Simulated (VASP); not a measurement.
# Pd (Fm-3m) in VASP: further runs, part 2 of 2

VASP 6.6.1. Earlier steps stand in the parts before.

## 5. Relaxation of cell and atoms, RPBE

This run uses another cell than the first one, of 14.75 Å³/atom, 1.042 times its volume.

Input file INCAR:

```
SYSTEM = Pd
  PREC = Accurate
  ENCUT = 600
  EDIFF = 1E-7
  ISMEAR = -1
  SIGMA = 0.05
  LREAL = .False.
  LASPH = .True.
  NELM = 60
  ALGO = Normal
  ISIF = 3
  LWAVE = .False.
  LCHARG = .False.
  GGA = RP
  IBRION = 2
  NSW = 60
  EDIFFG = -0.01
```

Input file KPOINTS:

```
regular mesh
0
Gamma
  12 12 12
  0 0 0
```

Input file POSCAR:

```
Pd
1.0
    0.0000000000      1.9465000000      1.9465000000
    1.9465000000      0.0000000000      1.9465000000
    1.9465000000      1.9465000000      0.0000000000
Pd
1
Direct
    0.0000000000      0.0000000000      0.0000000000
```

Potentials or basis: VASP PAW PBE potentials, release 64 (Pd).

Run with:

```sh
$ cat potpaw_PBE.64/Pd/POTCAR > POTCAR
$ mpirun -np 1 vasp_std > vasp.out
```

OUTCAR:

```text
SYSTEM = Pd
   PREC = Accurate
   ENCUT = 600
   EDIFF = 1E-7
   ISMEAR = -1
   LREAL = .False.
   LASPH = .True.
   NELM = 60
   ISIF = 3
   GGA = RP
   IBRION = 2
   NSW = 60
   EDIFFG = -0.01

 ion  position               nearest neighbor table
   1  0.000  0.000  0.000-

  LATTYP: Found a face centered cubic cell.
 ALAT       =     3.8930000000

  Lattice vectors:

 A1 = (   0.0000000000,   1.9465000000,   1.9465000000)
 A2 = (   1.9465000000,   0.0000000000,   1.9465000000)
 A3 = (   1.9465000000,   1.9465000000,   0.0000000000)

Analysis of symmetry for initial positions (statically):
[... 33 lines left out ...]
                                     Primitive cell

  volume of cell :      14.7500

  direct lattice vectors                    reciprocal lattice vectors
     0.000000000  1.946500000  1.946500000    -0.256871307  0.256871307  0.256871307
     1.946500000  0.000000000  1.946500000     0.256871307 -0.256871307  0.256871307
     1.946500000  1.946500000  0.000000000     0.256871307  0.256871307 -0.256871307

  length of vectors
     2.752766699  2.752766699  2.752766699     0.444914156  0.444914156  0.444914156

  position of ions in fractional coordinates (direct lattice)
     0.000000000  0.000000000  0.000000000

  ion indices of the primitive-cell ions
   primitive index   ion index
                 1           1

----------------------------------------------------------------------------------------

 KPOINTS: regular mesh

Automatic generation of k-mesh.
 Grid dimensions read from file:
 generate k-points for:   12   12   12

 Generating k-lattice:

  Cartesian coordinates                     Fractional coordinates (reciprocal lattice)
    -0.021405942  0.021405942  0.021405942     0.083333333  0.000000000  0.000000000
     0.021405942 -0.021405942  0.021405942     0.000000000  0.083333333  0.000000000
[... 86 lines left out ...]
   IVDW    =     0    specifies the selected vdW correction
   LEPSILON=     F    determine dielectric tensor
   LRPA    =     F    only Hartree local field effects (RPA)
 conjugate gradient relaxation of ions
 non-spin polarized calculation
  energy-cutoff  :      600.00
  volume of cell :       14.75
 maximum number of plane-waves:       531
 NGX is ok and might be reduce to    24
   NGX = 11   NGY = 11   NGZ = 11

--------------------------------------- Ionic step        1  -------------------------------------------

 number of electron      10.0000000 magnetization

 number of electron       9.9999999 magnetization

 Free energy of the ion-electron system (eV)
  ---------------------------------------------------
  ext. energy  EPLUGINS =         0.00000000
  ---------------------------------------------------
  free energy    TOTEN  =        -4.60723361 eV

  energy without entropy =       -4.58765415  energy(sigma->0) =       -4.59744388

------------------------ aborting loop because EDIFF is reached ----------------------------------------

  FORCE on cell =-STRESS in cart. coord.  units (eV):
  Direction    XX          YY          ZZ          XY          YZ          ZX
  --------------------------------------------------------------------------------------
  -------------------------------------------------------------------------------------
  Total        1.0439521      1.0439521      1.0439521      0.0000000      0.0000000      0.0000000
  in kB      113.3960527    113.3960527    113.3960527      0.0000000      0.0000000      0.0000000
  external PRESSURE =     113.3960527 kB  Pullay stress =       0.0000000 kB
[... 92 lines left out ...]
--------------------------------------- Ionic step        4  -------------------------------------------

 number of electron      10.0000001 magnetization

 Free energy of the ion-electron system (eV)
  ---------------------------------------------------
  ext. energy  EPLUGINS =         0.00000000
  ---------------------------------------------------
  free energy    TOTEN  =        -4.63919919 eV

  energy without entropy =       -4.61803808  energy(sigma->0) =       -4.62861863

 E-fermi :   8.8228     XC(G=0): -12.6823

 val. band max:        8.8218825930   @ k =  -0.3333   0.4167   0.0833
 cond. band min:       8.8228954223   @ k =   0.5000   0.4167   0.0833
 fundamental gap:      0.0010128293
 Fermi energy:         8.8228247712

 k-point     1 :       0.0000    0.0000    0.0000
  band No.  band energies     occupation
      1       2.2430      2.00000
      2       6.2906      2.00000
      3       6.2906      2.00000
      4       6.2906      2.00000
      5       7.7325      2.00000
      6       7.7325      2.00000
      7      25.9957      0.00000
      8      30.4455      0.00000
      9      30.4455      0.00000
[... 265 lines left out ...]
 k-point    24 :      -0.4167    0.1667    0.0000
  band No.  band energies     occupation
      1       4.6134      2.00000
      2       5.8729      2.00000
      3       6.7362      2.00000
      4       7.1390      2.00000
      5       8.6121      1.97089
      6      12.3767      0.00000
      7      16.0302      0.00000
      8      24.2497      0.00000
      9      27.3247      0.00000

 [... further k-points ...]
[... 5 lines left out ...]
  --------------------------------------------------------------------------------------
  -------------------------------------------------------------------------------------
  Total        0.0028121      0.0028121      0.0028121      0.0000000     -0.0000000      0.0000000
  in kB        0.2866584      0.2866584      0.2866584      0.0000000     -0.0000000      0.0000000
  external PRESSURE =       0.2866584 kB  Pullay stress =       0.0000000 kB
[... 16 lines left out ...]
  FREE ENERGIE OF THE ION-ELECTRON SYSTEM (eV)
  ---------------------------------------------------
  free  energy   TOTEN  =        -4.6391991881 eV

  energy  without entropy=       -4.6180380788  energy(sigma->0) =       -4.62861863

 reached required accuracy - stopping structural energy minimisation
```

OSZICAR:

```text
N       E                     dE             d eps       ncg     rms          rms(c)
DAV:   1     0.450305554979E+02    0.45031E+02   -0.57542E+03  1304   0.117E+03
DAV:   2    -0.443855513617E+01   -0.49469E+02   -0.47890E+02  1403   0.209E+02
DAV:   3    -0.484010806092E+01   -0.40155E+00   -0.39481E+00  1526   0.222E+01
[... 32 lines left out ...]
DAV:   1    -0.463941181618E+01   -0.22236E-03   -0.42257E-03  1314   0.730E-01    0.968E-02
DAV:   2    -0.463919680417E+01    0.21501E-03   -0.11125E-03  1309   0.303E-01    0.245E-02
DAV:   3    -0.463919723887E+01   -0.43470E-06   -0.48982E-06  1401   0.179E-02    0.151E-02
DAV:   4    -0.463919921656E+01   -0.19777E-05   -0.21871E-06  1446   0.132E-02    0.985E-04
DAV:   5    -0.463919918810E+01    0.28457E-07   -0.21829E-08   896   0.129E-03
   4 F= -.46391992E+01 E0= -.46286186E+01  d E =-.319656E-01
```

It took 65 s on 1 thread of AMD EPYC 7R13, shared host; peak memory 0.13 GiB.

Results:

| Quantity | Value |
| --- | --- |
| Free energy | -4.6392 eV |
| Relaxed volume | 15.72 Å³/atom |
| Relaxed cell | a = 2.812 Å, b = 2.812 Å, c = 2.812 Å, α = 60.00°, β = 60.00°, γ = 60.00° |
| Space group after relaxing (to 0.05 Å) | Fm-3m (No. 225) |
| Energy gained by relaxing | 32.0 meV/atom |
| Ionic steps | 4 |
| Pressure after relaxing | 0.0 GPa |
| Band gap on the k mesh | zero (band 5 reaches 9.09 eV, above the bottom of band 6 at 7.68 eV) |

The path:
```csv
step,energy change (eV),largest force (eV/Å),pressure (GPa),volume (Å³)
1,0.0000,0.0000,11.34,14.75
2,0.0143,0.0000,-9.79,17.09
3,-0.0320,0.0000,-0.16,15.74
4,-0.0320,0.0000,0.03,15.72
```

Final structure:
```cif
data_structure
_symmetry_space_group_name_H-M 'P 1'
_symmetry_Int_Tables_number 1
_cell_length_a 2.8117
_cell_length_b 2.8117
_cell_length_c 2.8117
_cell_angle_alpha 60.000
_cell_angle_beta 60.000
_cell_angle_gamma 60.000
_cell_volume 15.72
loop_
_atom_site_label
_atom_site_type_symbol
_atom_site_fract_x
_atom_site_fract_y
_atom_site_fract_z
_atom_site_occupancy
Pd1 Pd 0.00000 0.00000 0.00000 1
```

Caveat: the PAW data sets were made with another functional, which shifts forces and pressure a little.

## 6. Relaxation of cell and atoms, SVWN5

This run uses another cell than the first one, of 14.75 Å³/atom, 1.042 times its volume.

Input file INCAR:

```
PREC = Accurate ; ENCUT = 600
EDIFF = 1E-6 ; ISMEAR = -1
SIGMA = 0.05 ; LREAL = False
LASPH = True ; NELM = 80
ALGO = Normal ; ISIF = 3
LWAVE = False ; LCHARG = False
GGA = VW ; IBRION = 2
NSW = 60 ; EDIFFG = -0.01
```

Input file KPOINTS:

```
regular mesh
0
Gamma
  12 12 12
```

POSCAR is that of step 5.

Potentials or basis: VASP PAW PBE potentials, release 64 (Pd).

Run with:

```sh
$ cat potpaw_PBE.64/Pd/POTCAR > POTCAR
$ mpirun -np 1 vasp_std > vasp.out
```

Run time: 54 s. Hardware: 1 thread of AMD EPYC 7R13, shared host; peak memory 0.11 GiB.

Results (log left out):

- Free energy: -6.4998 eV
- Relaxed volume: 14.10 Å³/atom
- Relaxed cell: a = 2.712 Å, b = 2.712 Å, c = 2.712 Å, α = 60.00°, β = 60.00°, γ = 60.00°
- Space group after relaxing (to 0.05 Å): Fm-3m (No. 225)
- Energy gained by relaxing: 19.8 meV/atom
- Ionic steps: 4
- Pressure after relaxing: 0.0 GPa
- Band gap on the k mesh: zero (band 5 reaches 10.52 eV, above the bottom of band 6 at 8.81 eV)

Step by step:
| step | energy change (eV) | largest force (eV/Å) | pressure (GPa) | volume (Å³) |
| --- | --- | --- | --- | --- |
| 1 | 0.0000 | 0.0000 | -9.21 | 14.75 |
| 2 | 0.0513 | 0.0000 | 22.91 | 13.01 |
| 3 | -0.0198 | 0.0000 | -0.26 | 14.11 |
| 4 | -0.0198 | 0.0000 | -0.05 | 14.10 |

Final structure:
```
Pd
1.0
     0.00000    1.91738    1.91738
     1.91738    0.00000    1.91738
     1.91738    1.91738    0.00000
Pd
1
Direct
  0.00000 0.00000 0.00000
```

Levels at points of the mesh, in eV from the Fermi level:
```tsv
k point	band 2	band 3	band 4	band 5	band 6	band 7	band 8	band 9
(0.00, 0.00, 0.00)	-3.06	-3.06	-3.06	-1.29	-1.29	17.25	22.22	22.22
(0.50, 0.00, 0.00)	-3.11	-3.11	0.00	0.00	0.87	7.61	16.63	21.42
(0.50, 0.50, 0.00)	-5.50	-0.01	0.34	0.34	3.27	11.19	13.35	13.35
```

Caveat: the PAW data sets were made with another functional, which shifts forces and pressure a little.

## 7. Summary

```csv
task,level,cell,k mesh,cutoff (eV),grid for exact exchange (PRECFOCK),gap on the mesh (eV),pressure (GPa),relaxed volume (Å³/atom)
single point,PBE0,"a = 2.716 Å, angles 60.0°, 1 atom",8 × 8 × 8,520,Normal,none,11.7,-
single point,r2SCANh,"a = 2.753 Å, angles 60.0°, 1 atom",6 × 6 × 6,520,Normal,none,0.3,-
relaxation of cell and atoms,PBEsol+D3(BJ),"relaxed from a = 2.753 Å, angles 60.0°, 1 atom",12 × 12 × 12,600,-,none,-0.1,14.03
relaxation of cell and atoms,RPBE,"relaxed from a = 2.753 Å, angles 60.0°, 1 atom",12 × 12 × 12,600,-,none,0.0,15.72
relaxation of cell and atoms,SVWN5,"relaxed from a = 2.753 Å, angles 60.0°, 1 atom",12 × 12 × 12,600,-,none,0.0,14.10
```

Alike in all rows: potentials or basis VASP PAW PBE potentials, release 64 (Pd); no spin polarisation; smearing fermi-dirac 0.05 eV.

Caveats: some runs use coarse meshes; the PAW data sets were made with another functional, which shifts forces and pressure a little; pairwise dispersion overbinds metals, which lowers pressure and volume (some runs).

Absolute energies hang on the potentials; compare differences alone.
